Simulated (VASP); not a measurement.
A run of VASP 6.6.1:

POSCAR

```
Co
1.0
    3.9389848706      0.0000000000      0.0000000000
   -1.9694924353      3.4112609630      0.0000000000
    0.0000000000      0.0000000000      2.4099015541
Co
3
Direct
    0.0000000000      0.0000000000      0.0000000000
    0.3333333333      0.6666666667      0.5000000000
    0.6666666667      0.3333333333      0.5000000000
```

INCAR.step1

```
PREC = Accurate
ENCUT = 520
ISMEAR = -1
SIGMA = 0.05
LREAL = F
LASPH = T
NELM = 150
ISPIN = 2
MAGMOM = 1.847 1.93 1.93
LMAXMIX = 4
NBANDS = 24
GGA = PE
ALGO = Normal
EDIFF = 1E-4
LWAVE = T
LCHARG = F
```

INCAR.step2

```
PREC = Accurate
ENCUT = 520
EDIFF = 1E-7
ISMEAR = -1
SIGMA = 0.05
LREAL = F
LASPH = T
NELM = 150
ALGO = Normal
ISIF = 2
LWAVE = F
LCHARG = F
ISPIN = 2
MAGMOM = 1.847 1.93 1.93
LORBIT = 11
LMAXMIX = 4
METAGGA = R2SCAN
LMIXTAU = T
NBANDS = 24
ISTART = 1
```

KPOINTS

```
Automatic mesh
0
Gamma
  10 10 15
```

Potentials or basis: VASP PAW PBE potentials, release 64 (Co).

Run with:

```sh
$ cat potpaw_PBE.64/Co/POTCAR > POTCAR
$ cp INCAR.step1 INCAR
$ mpirun -np 1 vasp_std > vasp.out
$ cp INCAR.step2 INCAR
$ mpirun -np 1 vasp_std > vasp.out
```

Hardware: 1 thread of Oxide Virtual Turin-like Processor, with other jobs on the host.

Q: Estimate the wall time of this run.

A: It took 7.4 min on 1 thread of Oxide Virtual Turin-like Processor, on a shared host, peak memory 0.22 GiB. Counts: k points 112.
